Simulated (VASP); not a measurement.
# MgO (P6_3mc) in VASP: a series of runs

Runs on MgO. Level: PBE. Tasks: single point.

Everything below comes from runs of VASP 6.6.1. Logs are shortened: lines on timing, memory, paths and dates and some standing lists are left out, and cuts for length are marked.

### Step 1. The cell of the first run

Symmetry: P6_3mc, No. 186, hexagonal system. Conventional cell: a = 3.046 Å, b = 3.046 Å, c = 11.710 Å, α = 90.00°, β = 90.00°, γ = 120.00°. Within 2.5 Å of Mg (site symmetry 3m) lie 4 O at 1.89 to 2.22 Å. Within 2.5 Å of Mg (site symmetry 3m) lie 4 O at 1.89 to 2.24 Å. O (site symmetry 3m) has 4 Mg at 1.89 to 2.22 Å within 2.5 Å. O (site symmetry 3m) has 4 Mg at 1.89 to 2.24 Å within 2.5 Å.

### Step 2. Single point, PBE (volume 11.759 Å^3 an atom, c/a of the conventional cell 3.8446)

INCAR

```
SYSTEM = MgO
PREC = Accurate
ENCUT = 520
EDIFF = 1E-7
ISMEAR = 0
SIGMA = 0.05
LREAL = .FALSE.
LASPH = .TRUE.
NELM = 60
ALGO = Normal
ISIF = 2
LWAVE = .FALSE.
LCHARG = .FALSE.
GGA = PE
NBANDS = 26
```

KPOINTS

```
regular mesh
0
G
  9 9 4
  0 0 0
```

POSCAR

```
MgO
1.0
    3.0457402411      0.0000000000      0.0000000000
   -1.5228701206      2.6376884221      0.0000000000
    0.0000000000      0.0000000000     11.7096529309
Mg O
4 4
Direct
    0.3333333333      0.6666666667      0.9694906392
    0.0000000000      0.0000000000      0.2208211786
    0.0000000000      0.0000000000      0.7208211786
    0.6666666667      0.3333333333      0.4694906392
    0.3333333333      0.6666666667      0.7800420079
    0.0000000000      0.0000000000      0.5296443544
    0.0000000000      0.0000000000      0.0296443544
    0.6666666667      0.3333333333      0.2800420079
```

Potentials or basis: VASP PAW PBE potentials, release 64 (Mg, O).

The run is started by

```
cat potpaw_PBE.64/Mg/POTCAR potpaw_PBE.64/O/POTCAR > POTCAR
mpirun -np 1 vasp_std > vasp.out
```

OUTCAR:

```text
SYSTEM = MgO
   PREC = Accurate
   ENCUT = 520
   EDIFF = 1E-7
   ISMEAR = 0
   LREAL = .FALSE.
   LASPH = .TRUE.
   NELM = 60
   ISIF = 2
   GGA = PE

 ion  position               nearest neighbor table
   1  0.333  0.667  0.969-   7 1.89   7 1.89   7 1.89   5 2.22   3 3.40   3 3.40   3 3.40   2 3.43
                             2 3.43   2 3.43
   2  0.000  0.000  0.221-   8 1.89   8 1.89   8 1.89   7 2.24   4 3.40   4 3.40   4 3.40   1 3.43
                             1 3.43   1 3.43
   3  0.000  0.000  0.721-   5 1.89   5 1.89   5 1.89   6 2.24   1 3.40   1 3.40   1 3.40   4 3.43
                             4 3.43   4 3.43
   4  0.667  0.333  0.469-   6 1.89   6 1.89   6 1.89   8 2.22   2 3.40   2 3.40   2 3.40   3 3.43
                             3 3.43   3 3.43
   5  0.333  0.667  0.780-   3 1.89   3 1.89   3 1.89   1 2.22
   6  0.000  0.000  0.530-   4 1.89   4 1.89   4 1.89   3 2.24
   7  0.000  0.000  0.030-   1 1.89   1 1.89   1 1.89   2 2.24
   8  0.667  0.333  0.280-   2 1.89   2 1.89   2 1.89   4 2.22

  LATTYP: Found a hexagonal cell.
 ALAT       =     3.0457402411
 C/A-ratio  =     3.8446000000

  Lattice vectors:

 A1 = (   3.0457402411,   0.0000000000,   0.0000000000)
 A2 = (  -1.5228701206,   2.6376884221,   0.0000000000)
 A3 = (   0.0000000000,   0.0000000000,  11.7096529309)

Analysis of symmetry for initial positions (statically):
=====================================================================
 Subroutine PRICEL returns:
 Original cell was already a primitive cell.

 Routine SETGRP: Setting up the symmetry group for a
 hexagonal supercell.

 Subroutine GETGRP returns: Found 12 space group operations
 (whereof  6 operations were pure point group operations)
 out of a pool of 24 trial point group operations.

The static configuration has the point symmetry C_3v.
 The point group associated with its full space group is C_6v.

Analysis of symmetry for dynamics (positions and initial velocities):
=====================================================================
 Subroutine PRICEL returns:
 Original cell was already a primitive cell.

 Routine SETGRP: Setting up the symmetry group for a
 hexagonal supercell.

 Subroutine GETGRP returns: Found 12 space group operations
 (whereof  6 operations were pure point group operations)
 out of a pool of 24 trial point group operations.

The dynamic configuration has the point symmetry C_3v.
 The point group associated with its full space group is C_6v.

 Subroutine INISYM returns: Found 12 space group operations
 (whereof  6 operations are pure point group operations),
 and found     1 'primitive' translations

----------------------------------------------------------------------------------------

                                     Primitive cell

  volume of cell :      94.0720

  direct lattice vectors                    reciprocal lattice vectors
     3.045740241  0.000000000  0.000000000     0.328327408  0.189559918  0.000000000
    -1.522870121  2.637688422  0.000000000     0.000000000  0.379119835  0.000000000
     0.000000000  0.000000000 11.709652931     0.000000000  0.000000000  0.085399628

  length of vectors
     3.045740241  3.045740241 11.709652931     0.379119835  0.379119835  0.085399628

  position of ions in fractional coordinates (direct lattice)
     0.333333333  0.666666667  0.969490639
     0.000000000  0.000000000  0.220821179
     0.000000000  0.000000000  0.720821179
     0.666666667  0.333333333  0.469490639
     0.333333333  0.666666667  0.780042008
     0.000000000  0.000000000  0.529644354
     0.000000000  0.000000000  0.029644354
     0.666666667  0.333333333  0.280042008

  ion indices of the primitive-cell ions
   primitive index   ion index
                 1           1
                 2           2
                 3           3
                 4           4
                 5           5
                 6           6
                 7           7
                 8           8

----------------------------------------------------------------------------------------

 KPOINTS: regular mesh

Automatic generation of k-mesh.
 Grid dimensions read from file:
 generate k-points for:    9    9    4

 Generating k-lattice:

  Cartesian coordinates                     Fractional coordinates (reciprocal lattice)
     0.036480823  0.021062213  0.000000000     0.111111111  0.000000000  0.000000000
     0.000000000  0.042124426  0.000000000     0.000000000  0.111111111  0.000000000
     0.000000000  0.000000000  0.021349907     0.000000000  0.000000000  0.250000000

  Length of vectors
     0.042124426  0.042124426  0.021349907

  Shift w.r.t. Gamma in fractional coordinates (k-lattice)
     0.000000000  0.000000000  0.000000000

 Subroutine IBZKPT returns following result:
 ===========================================

 Found     36 irreducible k-points:

 Following reciprocal coordinates:
            Coordinates               Weight
  0.000000  0.000000  0.000000      1.000000
  0.111111  0.000000  0.000000      6.000000
  0.222222  0.000000  0.000000      6.000000
  0.333333  0.000000  0.000000      6.000000
  0.444444  0.000000  0.000000      6.000000
  0.111111  0.111111  0.000000      6.000000
[... 16 lines left out ...]
  0.333333  0.222222  0.250000     24.000000
  0.333333  0.333333  0.250000      4.000000
 [... further k-points ...]
   k-points           NKPTS =     36   k-points in BZ     NKDIM =     36   number of bands    NBANDS=     26
   number of dos      NEDOS =    301   number of ions     NIONS =      8
   total plane-waves  NPLWV =  51840
   dimension x,y,z NGX =    24 NGY =   24 NGZ =   90
   dimension x,y,z NGXF=    48 NGYF=   48 NGZF=  180
   ions per type =               4   4
   NGX,Y,Z   is equivalent  to a cutoff of  13.10, 13.10, 12.78 a.u.
   NGXF,Y,Z  is equivalent  to a cutoff of  26.20, 26.20, 25.56 a.u.
 SYSTEM =  MgO
   PREC   = accura    normal or accurate (medium, high low for compatibility)
   ISTART =      0    job   : 0-new  1-cont  2-samecut
   ICHARG =      2    charge: 1-file 2-atom 10-const
   ISPIN  =      1    spin polarized calculation?
   LNONCOLLINEAR =      F non collinear calculations
   LSORBIT =      F    spin-orbit coupling
   LASPH  =      T    aspherical Exc in radial PAW
   ENCUT  =  520.0 eV  38.22 Ry    6.18 a.u.   5.66  5.66 21.77*2*pi/ulx,y,z
   NELM   =     60;   NELMIN=  2; NELMDL= -5     # of ELM steps
   EDIFF  = 0.1E-06   stopping-criterion for ELM
   LREAL  =      F    real-space projection
   EDIFFG = 0.1E-05   stopping-criterion for IOM
   NSW    =      0    number of steps for IOM
   IBRION =     -1    ionic relax: 0-MD 1-quasi-New 2-CG
   NFREE  =      0    steps in history (QN), initial steepest desc. (CG)
   ISIF   =      2    stress and relaxation
   ISYM   =      2    0-nonsym 1-usesym 2-fastsym
   POTIM  = 0.5000    time-step for ionic-motion
   TEBEG  =    0.0;   TEEND  =   0.0 temperature during run
   PSTRESS=    0.0 pullay stress
   NELECT =      32.0000    total number of electrons
   NUPDOWN=      -1.0000    fix difference up-down
   EMIN   =  10.00;   EMAX   =-10.00  energy-range for DOS
   EFERMI =   0.00;   METHOD = LEGACY
   ISMEAR =     0;   SIGMA  =   0.05  broadening in eV -4-tet -1-fermi 0-gaus
   EFERMI_NEDOS =   21; number of points for ismear=-14 and -15
   IALGO  =     38    algorithm
   IMIX   =      4    mixing-type and parameters
     AMIX     =   0.40;   BMIX     =  1.00
     AMIX_MAG =   1.60;   BMIX_MAG =  1.00
  volume/ion in A,a.u.               =      11.76        79.35
  Fermi-wavevector in a.u.,A,eV,Ry     =   1.142803  2.159584 17.769190  1.305999
  Thomas-Fermi vector in A             =   2.279500
   LORBIT       =      0    0 simple, 1 ext, 2 COOP (PROOUT), +10 PAW based schemes
   GGA     = PE    functional components
   LHFCALC =     F    Hartree Fock is set to
   AEXX    =    0.0000 exact exchange contribution
   IVDW    =     0    specifies the selected vdW correction
   LEPSILON=     F    determine dielectric tensor
   LRPA    =     F    only Hartree local field effects (RPA)
 non-spin polarized calculation
 Gauss-broadening in eV      SIGMA  =   0.05
  energy-cutoff  :      520.00
  volume of cell :       94.07
 maximum number of plane-waves:      2564
 NGX is ok and might be reduce to    24
   NGX = 11   NGY = 11   NGZ = 43

 number of electron      32.0000002 magnetization

 Free energy of the ion-electron system (eV)
  ---------------------------------------------------
  ext. energy  EPLUGINS =         0.00000000
  ---------------------------------------------------
  free energy    TOTEN  =       -45.38287722 eV

  energy without entropy =      -45.38287722  energy(sigma->0) =      -45.38287722

 E-fermi :   1.4101     XC(G=0):  -9.7455

 val. band max:        1.0914401549   @ k =   0.0000   0.0000   0.0000
 cond. band min:       4.3036723575   @ k =   0.0000   0.0000   0.0000
 fundamental gap:      3.2122322026
 Fermi energy:         1.4100767427

 k-point     1 :       0.0000    0.0000    0.0000
  band No.  band energies     occupation
      1     -15.1129      2.00000
      2     -14.9267      2.00000
      3     -14.8557      2.00000
      4     -14.6531      2.00000
      5      -2.4962      2.00000
      6      -1.3603      2.00000
[... 18 lines left out ...]
     25      17.4713      0.00000
     26      17.4713      0.00000

 k-point     2 :       0.1111    0.0000    0.0000
  band No.  band energies     occupation
      1     -15.0331      2.00000
      2     -14.8573      2.00000
      3     -14.7865      2.00000
      4     -14.5967      2.00000
      5      -2.3349      2.00000
      6      -1.2909      2.00000
[... 18 lines left out ...]
     25      16.0642      0.00000
     26      16.6112      0.00000

 k-point     3 :       0.2222    0.0000    0.0000
  band No.  band energies     occupation
      1     -14.8206      2.00000
      2     -14.6762      2.00000
      3     -14.6060      2.00000
      4     -14.4524      2.00000
      5      -1.8821      2.00000
      6      -1.2145      2.00000
[... 18 lines left out ...]
     25      14.8381      0.00000
     26      15.1940      0.00000

 k-point     4 :       0.3333    0.0000    0.0000
  band No.  band energies     occupation
      1     -14.5563      2.00000
      2     -14.4600      2.00000
      3     -14.3901      2.00000
      4     -14.2903      2.00000
      5      -1.5883      2.00000
      6      -1.4824      2.00000
[... 18 lines left out ...]
     25      14.1116      0.00000
     26      14.6302      0.00000

 k-point     5 :       0.4444    0.0000    0.0000
  band No.  band energies     occupation
      1     -14.3593      2.00000
      2     -14.3126      2.00000
      3     -14.2426      2.00000
      4     -14.1953      2.00000
      5      -2.0157      2.00000
      6      -1.8134      2.00000
[... 18 lines left out ...]
     25      14.1229      0.00000
     26      14.4028      0.00000

 k-point     6 :       0.1111    0.1111    0.0000
  band No.  band energies     occupation
      1     -14.8867      2.00000
      2     -14.7320      2.00000
      3     -14.6615      2.00000
      4     -14.4961      2.00000
      5      -2.0273      2.00000
      6      -1.2074      2.00000
[... 427 lines left out ...]
 k-point    21 :       0.4444    0.1111    0.2500
  band No.  band energies     occupation
      1     -14.3016      2.00000
      2     -14.2804      2.00000
      3     -14.1983      2.00000
      4     -14.1770      2.00000
      5      -1.9407      2.00000
      6      -1.7980      2.00000
[... 18 lines left out ...]
     25      14.1681      0.00000
     26      14.3924      0.00000

 k-point    22 :       0.2222    0.2222    0.2500
  band No.  band energies     occupation
      1     -14.4270      2.00000
      2     -14.3806      2.00000
      3     -14.2772      2.00000
      4     -14.2300      2.00000
      5      -1.4638      2.00000
      6      -1.4053      2.00000
[... 18 lines left out ...]
     25      14.3941      0.00000
     26      14.5377      0.00000

 k-point    23 :       0.3333    0.2222    0.2500
  band No.  band energies     occupation
      1     -14.2723      2.00000
      2     -14.2554      2.00000
      3     -14.1770      2.00000
      4     -14.1606      2.00000
      5      -1.6090      2.00000
      6      -1.5071      2.00000
[... 18 lines left out ...]
     25      13.9516      0.00000
     26      14.0360      0.00000

 k-point    24 :       0.3333    0.3333    0.2500
  band No.  band energies     occupation
      1     -14.2122      2.00000
      2     -14.2122      2.00000
      3     -14.1439      2.00000
      4     -14.1427      2.00000
      5      -1.2619      2.00000
      6      -1.2619      2.00000
[... 18 lines left out ...]
     25      13.5495      0.00000
     26      13.8388      0.00000

 [... further k-points ...]

------------------------ aborting loop because EDIFF is reached ----------------------------------------

  FORCE on cell =-STRESS in cart. coord.  units (eV):
  Direction    XX          YY          ZZ          XY          YZ          ZX
  --------------------------------------------------------------------------------------
  -------------------------------------------------------------------------------------
  Total       13.9411779     13.9411779     -9.5444154     -0.0000000      0.0000000     -0.0000000
  in kB      237.4376995    237.4376995   -162.5547027     -0.0000000      0.0000000     -0.0000000
  external PRESSURE =     104.1068987 kB  Pullay stress =       0.0000000 kB

 VOLUME and BASIS-vectors are now :
 -----------------------------------------------------------------------------
  energy-cutoff  :      520.00
  volume of cell :       94.07
      direct lattice vectors                 reciprocal lattice vectors
     3.045740241  0.000000000  0.000000000     0.328327408  0.189559918  0.000000000
    -1.522870121  2.637688422  0.000000000     0.000000000  0.379119835  0.000000000
     0.000000000  0.000000000 11.709652931     0.000000000  0.000000000  0.085399628

 POSITION                                       TOTAL-FORCE (eV/Angst)
 -----------------------------------------------------------------------------------
     -0.00000      1.75846     11.35240        -0.000000     -0.000000     -0.941420
      0.00000      0.00000      2.58574         0.000000      0.000000     -1.044705
      0.00000      0.00000      8.44057        -0.000000     -0.000000     -1.044705
      1.52287      0.87923      5.49757         0.000000      0.000000     -0.941420
     -0.00000      1.75846      9.13402         0.000000      0.000000      1.028093
      0.00000      0.00000      6.20195         0.000000     -0.000000      0.958033
      0.00000      0.00000      0.34713         0.000000     -0.000000      0.958033
      1.52287      0.87923      3.27919         0.000000      0.000000      1.028093
 -----------------------------------------------------------------------------------
    total drift:                               -0.000000     -0.000000     -0.001000

  FREE ENERGIE OF THE ION-ELECTRON SYSTEM (eV)
  ---------------------------------------------------
  free  energy   TOTEN  =       -45.3828772205 eV

  energy  without entropy=      -45.3828772205  energy(sigma->0) =      -45.38287722
```

Wall time 58 s (1 thread of Intel Xeon Platinum 8488C (Sapphire Rapids), shared host); peak memory 0.25 GiB.

Results:

```
Free energy            : -45.3829 eV
Pressure               : 10.4 GPa
Largest force          : 1.045 eV/Å
Band gap on the k mesh : 3.21 eV, direct
```

Forces on the atoms (eV/Å):
```
Mg   0.000  0.000 -0.941
Mg   0.000  0.000 -1.045
Mg   0.000  0.000 -1.045
Mg   0.000  0.000 -0.941
O    0.000  0.000  1.028
O    0.000  0.000  0.958
O    0.000  0.000  0.958
O    0.000  0.000  1.028
```

Stress tensor (GPa, compression positive):
```
 23.74   0.00   0.00
  0.00  23.74   0.00
  0.00   0.00 -16.26
```

Caveat: forces of over 1 eV/Å act on the atoms, so gaps and moduli don't describe the material at rest. A k mesh can miss the band edges.

### Step 3. Single point, PBE (volume 11.759 Å^3 an atom, c/a of the conventional cell 3.0163)

INCAR

```
PREC     = Accurate       # precision mode
ENCUT    = 520            # plane-wave cutoff, eV
EDIFF    = 1E-7           # SCF threshold, eV
ISMEAR   = 0              # smearing method
SIGMA    = 0.05           # smearing width, eV
LREAL    = False          # projectors in reciprocal space
LASPH    = True           # aspherical terms in the spheres
NELM     = 100            # most SCF steps
ALGO     = Normal         # electronic algorithm
ISIF     = 2              # what is computed and relaxed
LWAVE    = False          # write WAVECAR
LCHARG   = True           # write CHGCAR
GGA      = PE             # functional
LELF     = True           # ELF
LVHAR    = True         
NBANDS   = 26             # bands
```

KPOINTS

```
Automatic mesh
0
Gamma
  9 9 4
```

Changes to POSCAR since step 2:

```diff
@@ -2,5 +2,5 @@
 1.0
-    3.0457402411      0.0000000000      0.0000000000
-   -1.5228701206      2.6376884221      0.0000000000
-    0.0000000000      0.0000000000     11.7096529309
+    3.3023142900      0.0000000000      0.0000000000
+   -1.6511571450      2.8598880664      0.0000000000
+    0.0000000000      0.0000000000      9.9607705930
 Mg O
```

Potentials or basis: VASP PAW PBE potentials, release 64 (Mg, O).

The run is started by

```
cat potpaw_PBE.64/Mg/POTCAR potpaw_PBE.64/O/POTCAR > POTCAR
mpirun -np 1 vasp_std > vasp.out
```

Wall time 70 s (1 thread of Intel Xeon Platinum 8488C (Sapphire Rapids), shared host); peak memory 0.26 GiB.

The run converged. Its results:

```
Free energy            : -46.6874 eV
Pressure               : 5.1 GPa
Largest force          : 0.797 eV/Å
Band gap on the k mesh : 3.53 eV, direct
```

Forces in eV/Å, atoms in the order of the input:
```
Mg   0.000  0.000  0.756
Mg   0.000  0.000  0.781
Mg   0.000  0.000  0.781
Mg   0.000  0.000  0.756
O    0.000  0.000 -0.797
O    0.000  0.000 -0.740
O    0.000  0.000 -0.740
O    0.000  0.000 -0.797
```

Stress tensor (GPa, compression positive):
```
-0.10  0.00  0.00
 0.00 -0.10  0.00
 0.00  0.00 15.55
```

Levels at points of the mesh, in eV from the valence-band top:
| k point | band 12 | band 13 | band 14 | band 15 | band 16 | band 17 | band 18 | band 19 | band 20 | band 21 |
| --- | --- | --- | --- | --- | --- | --- | --- | --- | --- | --- |
| (0.00, 0.00, 0.00) | -0.42 | -0.42 | -0.28 | -0.28 | 0.00 | 3.53 | 5.86 | 6.03 | 8.54 | 10.12 |
| (0.00, 0.00, 0.50) | -0.54 | -0.33 | -0.33 | -0.33 | -0.33 | 4.38 | 4.38 | 7.51 | 7.51 | 11.36 |

 A k mesh can miss the band edges.

(Part 1 of 2 ends here.)
